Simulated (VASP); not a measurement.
# TaAs (I4_1md) in VASP: notebook, part 2 of 2

VASP 6.6.1. The steps go on from the part before.

### 3 Single point, PBE (17.07 Å³/atom)

This run uses another cell than the first one, of 17.07 Å³/atom.

File INCAR:

```
SYSTEM = TaAs
PREC = Accurate ; ENCUT = 520
EDIFF = 1E-6 ; ISMEAR = -1
SIGMA = 0.02 ; LREAL = .False.
LASPH = .True. ; NELM = 100
ALGO = Normal ; ISIF = 2
LWAVE = .False. ; LCHARG = .True.
GGA = PE ; LELF = .True.
LVHAR = .True. ; NBANDS = 24
```

File KPOINTS:

```
regular mesh
0
Gamma
  8 8 8
  0 0 0
```

File POSCAR:

```
TaAs
1.0
   -1.7133810474      1.7133810474      5.8139423113
    1.7133810474     -1.7133810474      5.8139423113
    1.7133810474      1.7133810474     -5.8139423113
Ta As
2 2
Direct
    0.5001644894      1.0001644894      0.5000000000
    0.7501644894      0.7501644894      0.0000000000
    0.0824349306      0.5824349306      0.5000000000
    0.3324349306      0.3324349306      0.0000000000
```

Potentials or basis: VASP PAW PBE potentials, release 64 (Ta_pv, As).

Run with:

```sh
cat potpaw_PBE.64/Ta_pv/POTCAR potpaw_PBE.64/As/POTCAR > POTCAR
mpirun -np 1 vasp_std > vasp.out
```

OUTCAR:

```text
SYSTEM = TaAs
   PREC = Accurate
   ENCUT = 520
   EDIFF = 1E-6
   ISMEAR = -1
   LREAL = .False.
   LASPH = .True.
   NELM = 100
   ISIF = 2
   GGA = PE

 ion  position               nearest neighbor table
   1  0.500  0.000  0.500-   4 2.60   4 2.60   3 2.61   3 2.61   3 2.61   3 2.61   2 3.37   2 3.37
                             2 3.37   2 3.37
   2  0.750  0.750  0.000-   3 2.60   3 2.60   4 2.61   4 2.61   4 2.61   4 2.61   1 3.37   1 3.37
                             1 3.37   1 3.37
   3  0.082  0.582  0.500-   2 2.60   2 2.60   1 2.61   1 2.61   1 2.61   1 2.61
   4  0.332  0.332  0.000-   1 2.60   1 2.60   2 2.61   2 2.61   2 2.61   2 2.61

  LATTYP: Found a body centered tetragonal cell.
 ALAT       =     3.4267620948
 C/A-ratio  =     3.3932570458

  Lattice vectors:

 A1 = (  -1.7133810474,   1.7133810474,   5.8139423113)
 A2 = (   1.7133810474,  -1.7133810474,   5.8139423113)
 A3 = (   1.7133810474,   1.7133810474,  -5.8139423113)

Analysis of symmetry for initial positions (statically):
=====================================================================
 Subroutine PRICEL returns:
 Original cell was already a primitive cell.

 Routine SETGRP: Setting up the symmetry group for a
 body centered tetragonal supercell.

 Subroutine GETGRP returns: Found  8 space group operations
 (whereof  4 operations were pure point group operations)
 out of a pool of 16 trial point group operations.

The static configuration has the point symmetry C_2v.
 The point group associated with its full space group is C_4v.

Analysis of symmetry for dynamics (positions and initial velocities):
=====================================================================
 Subroutine PRICEL returns:
 Original cell was already a primitive cell.

 Routine SETGRP: Setting up the symmetry group for a
 body centered tetragonal supercell.

 Subroutine GETGRP returns: Found  8 space group operations
 (whereof  4 operations were pure point group operations)
 out of a pool of 16 trial point group operations.

The dynamic configuration has the point symmetry C_2v.
 The point group associated with its full space group is C_4v.

 Subroutine INISYM returns: Found  8 space group operations
 (whereof  4 operations are pure point group operations),
 and found     1 'primitive' translations

----------------------------------------------------------------------------------------

                                     Primitive cell

  volume of cell :      68.2714

  direct lattice vectors                    reciprocal lattice vectors
    -1.713381047  1.713381047  5.813942311     0.000000000  0.291820667  0.086000165
     1.713381047 -1.713381047  5.813942311     0.291820667  0.000000000  0.086000165
     1.713381047  1.713381047 -5.813942311     0.291820667  0.291820667  0.000000000

  length of vectors
     6.298672434  6.298672434  6.298672434     0.304229075  0.304229075  0.412696745

  position of ions in fractional coordinates (direct lattice)
     0.500164489  0.000164489  0.500000000
     0.750164489  0.750164489  0.000000000
     0.082434931  0.582434931  0.500000000
     0.332434931  0.332434931  0.000000000

  ion indices of the primitive-cell ions
[... 26 lines left out ...]

 Subroutine IBZKPT returns following result:
 ===========================================

 Found     59 irreducible k-points:

 Following reciprocal coordinates:
            Coordinates               Weight
  0.000000  0.000000  0.000000      1.000000
  0.125000  0.000000  0.000000      8.000000
  0.250000  0.000000  0.000000      8.000000
  0.375000  0.000000 -0.000000      8.000000
  0.500000  0.000000  0.000000      4.000000
  0.125000  0.125000  0.000000      8.000000
[... 16 lines left out ...]
  0.250000  0.125000  0.125000     16.000000
  0.375000  0.125000  0.125000      8.000000
 [... further k-points ...]
   k-points           NKPTS =     59   k-points in BZ     NKDIM =     59   number of bands    NBANDS=     24
   number of dos      NEDOS =    301   number of ions     NIONS =      4
   total plane-waves  NPLWV = 110592
   dimension x,y,z NGX =    48 NGY =   48 NGZ =   48
   dimension x,y,z NGXF=    96 NGYF=   96 NGZF=   96
   ions per type =               2   2
   NGX,Y,Z   is equivalent  to a cutoff of  12.67, 12.67, 12.67 a.u.
   NGXF,Y,Z  is equivalent  to a cutoff of  25.34, 25.34, 25.34 a.u.
 SYSTEM =  TaAs
   PREC   = accura    normal or accurate (medium, high low for compatibility)
   ISTART =      0    job   : 0-new  1-cont  2-samecut
   ICHARG =      2    charge: 1-file 2-atom 10-const
   ISPIN  =      1    spin polarized calculation?
   LNONCOLLINEAR =      F non collinear calculations
   LSORBIT =      F    spin-orbit coupling
   LASPH  =      T    aspherical Exc in radial PAW
   ENCUT  =  520.0 eV  38.22 Ry    6.18 a.u.  11.71 11.71 11.71*2*pi/ulx,y,z
   NELM   =    100;   NELMIN=  2; NELMDL= -5     # of ELM steps
   EDIFF  = 0.1E-05   stopping-criterion for ELM
   LREAL  =      F    real-space projection
   EDIFFG = 0.1E-04   stopping-criterion for IOM
   NSW    =      0    number of steps for IOM
   IBRION =     -1    ionic relax: 0-MD 1-quasi-New 2-CG
   NFREE  =      0    steps in history (QN), initial steepest desc. (CG)
   ISIF   =      2    stress and relaxation
   ISYM   =      2    0-nonsym 1-usesym 2-fastsym
   POTIM  = 0.5000    time-step for ionic-motion
   TEBEG  =    0.0;   TEEND  =   0.0 temperature during run
   PSTRESS=    0.0 pullay stress
   NELECT =      32.0000    total number of electrons
   NUPDOWN=      -1.0000    fix difference up-down
   EMIN   =  10.00;   EMAX   =-10.00  energy-range for DOS
   EFERMI =   0.00;   METHOD = LEGACY
   ISMEAR =    -1;   SIGMA  =   0.02  broadening in eV -4-tet -1-fermi 0-gaus
   EFERMI_NEDOS =   21; number of points for ismear=-14 and -15
   IALGO  =     38    algorithm
   IMIX   =      4    mixing-type and parameters
     AMIX     =   0.40;   BMIX     =  1.00
     AMIX_MAG =   1.60;   BMIX_MAG =  1.00
  volume/ion in A,a.u.               =      17.07       115.18
  Fermi-wavevector in a.u.,A,eV,Ry     =   1.271682  2.403131 22.003012  1.617176
  Thomas-Fermi vector in A             =   2.404602
   LORBIT       =      0    0 simple, 1 ext, 2 COOP (PROOUT), +10 PAW based schemes
   GGA     = PE    functional components
   LHFCALC =     F    Hartree Fock is set to
   AEXX    =    0.0000 exact exchange contribution
   IVDW    =     0    specifies the selected vdW correction
   LEPSILON=     F    determine dielectric tensor
   LRPA    =     F    only Hartree local field effects (RPA)
 non-spin polarized calculation
  energy-cutoff  :      520.00
  volume of cell :       68.27
 maximum number of plane-waves:      1856
   NGX = 23   NGY = 23   NGZ = 23

 number of electron      32.0000001 magnetization

 Free energy of the ion-electron system (eV)
  ---------------------------------------------------
  ext. energy  EPLUGINS =         0.00000000
  ---------------------------------------------------
  free energy    TOTEN  =       -35.05843768 eV

  energy without entropy =      -35.05703260  energy(sigma->0) =      -35.05773514

 E-fermi :   7.1908     XC(G=0): -12.0022

 val. band max:        7.1597808674   @ k =  -0.2500   0.2500   0.2500
 cond. band min:       7.2100766768   @ k =  -0.2500   0.5000   0.2500
 fundamental gap:      0.0502958095
 Fermi energy:         7.1908107818

 k-point     1 :       0.0000    0.0000    0.0000
  band No.  band energies     occupation
      1     -27.7831      2.00000
      2     -27.7322      2.00000
      3     -27.7322      2.00000
      4     -27.5797      2.00000
      5     -27.5797      2.00000
      6     -27.5240      2.00000
[... 637 lines left out ...]
     23      11.9612      0.00000
     24      12.4426      0.00000

 [... further k-points ...]

------------------------ aborting loop because EDIFF is reached ----------------------------------------

  FORCE on cell =-STRESS in cart. coord.  units (eV):
  Direction    XX          YY          ZZ          XY          YZ          ZX
  --------------------------------------------------------------------------------------
  -------------------------------------------------------------------------------------
  Total        2.8069672      2.8069672      2.4504278      0.0000000      0.0000000      0.0000000
  in kB       65.8732798     65.8732798     57.5060939      0.0000000      0.0000000      0.0000000
  external PRESSURE =      63.0842178 kB  Pullay stress =       0.0000000 kB

 VOLUME and BASIS-vectors are now :
 -----------------------------------------------------------------------------
  energy-cutoff  :      520.00
  volume of cell :       68.27
      direct lattice vectors                 reciprocal lattice vectors
    -1.713381047  1.713381047  5.813942311     0.000000000  0.291820667  0.086000165
     1.713381047 -1.713381047  5.813942311     0.291820667  0.000000000  0.086000165
     1.713381047  1.713381047 -5.813942311     0.291820667  0.291820667  0.000000000

 POSITION                                       TOTAL-FORCE (eV/Angst)
 -----------------------------------------------------------------------------------
      0.00000      1.71338      0.00191        -0.000000     -0.000000      0.015904
      0.00000      0.00000      8.72283         0.000000      0.000000      0.015904
      1.71338      0.00000      0.95854        -0.000000     -0.000000     -0.015904
      0.00000      0.00000      3.86552         0.000000      0.000000     -0.015904
 -----------------------------------------------------------------------------------
    total drift:                                0.000000      0.000000      0.000125

  FREE ENERGIE OF THE ION-ELECTRON SYSTEM (eV)
  ---------------------------------------------------
  free  energy   TOTEN  =       -35.0584376793 eV

  energy  without entropy=      -35.0570326043  energy(sigma->0) =      -35.05773514
```

OSZICAR:

```text
N       E                     dE             d eps       ncg     rms          rms(c)
DAV:   1     0.241619664704E+03    0.24162E+03   -0.16543E+04  2832   0.129E+03
DAV:   2    -0.270643665268E+02   -0.26868E+03   -0.25668E+03  3336   0.351E+02
DAV:   3    -0.366743798674E+02   -0.96100E+01   -0.94245E+01  3672   0.611E+01
DAV:   4    -0.367931429195E+02   -0.11876E+00   -0.11865E+00  3304   0.700E+00
DAV:   5    -0.367945439147E+02   -0.14010E-02   -0.14006E-02  3632   0.676E-01    0.219E+01
DAV:   6    -0.351644901282E+02    0.16301E+01   -0.38934E+00  3424   0.126E+01    0.938E+00
DAV:   7    -0.350737194342E+02    0.90771E-01   -0.41415E-01  3736   0.417E+00    0.271E+00
DAV:   8    -0.350585455269E+02    0.15174E-01   -0.33392E-02  3208   0.899E-01    0.236E-01
DAV:   9    -0.350584188370E+02    0.12669E-03   -0.27473E-03  3520   0.292E-01    0.118E-01
DAV:  10    -0.350584461402E+02   -0.27303E-04   -0.29765E-04  3352   0.137E-01    0.180E-02
DAV:  11    -0.350584411828E+02    0.49574E-05   -0.12854E-05  3592   0.238E-02    0.119E-02
DAV:  12    -0.350584376012E+02    0.35816E-05   -0.46024E-06  3352   0.160E-02    0.151E-03
DAV:  13    -0.350584376793E+02   -0.78125E-07   -0.16040E-07  1888   0.279E-03
   1 F= -.35058438E+02 E0= -.35057735E+02  d E =-.140507E-02
```

stdout:

```text
POSCAR found type information on POSCAR TaAs
 POSCAR found :  2 types and       4 ions
 scaLAPACK will be used
 LDA part: xc-table for (Slater+PW92), standard interpolation
 POSCAR, INCAR and KPOINTS ok, starting setup
 FFT: planning ... GRIDC
 FFT: planning ... GRID_SOFT
 FFT: planning ... GRID
 WAVECAR not read
 entering main loop
```

Run time: 1.7 min. Hardware: 1 thread of Intel Xeon 6975P-C (Granite Rapids), shared host; peak memory 0.38 GiB.

What came out:

* Free energy: -35.0584 eV
* Pressure: 6.3 GPa
* Largest force: 0.016 eV/Å
* Band gap on the k mesh: zero (bands 16 and 17 overlap by 0.05 eV)

Forces on the atoms (eV/Å):
```
Ta   0.000  0.000  0.016
Ta   0.000  0.000  0.016
As   0.000  0.000 -0.016
As   0.000  0.000 -0.016
```

Stress tensor (GPa, compression positive):
```
6.59 0.00 0.00
0.00 6.59 0.00
0.00 0.00 5.75
```

Levels at points of the mesh, in eV from the Fermi level:
| k point | band 13 | band 14 | band 15 | band 16 | band 17 | band 18 | band 19 | band 20 |
| --- | --- | --- | --- | --- | --- | --- | --- | --- |
| (0.00, 0.00, 0.00) | -2.44 | -2.01 | -1.68 | -1.68 | 0.89 | 1.58 | 2.38 | 3.14 |
| (0.50, 0.00, 0.00) | -2.51 | -2.36 | -1.64 | -0.27 | 0.10 | 1.38 | 2.29 | 2.49 |
| (0.50, 0.50, 0.00) | -3.25 | -3.25 | -1.17 | -1.17 | 2.85 | 2.85 | 3.13 | 3.13 |
| (0.50, 0.50, 0.50) | -2.90 | -2.90 | -0.95 | -0.95 | 1.22 | 1.22 | 2.34 | 2.34 |

Caveat: the cell stands under pressure; spin-orbit coupling is left out, which moves the levels of the heavy elements.
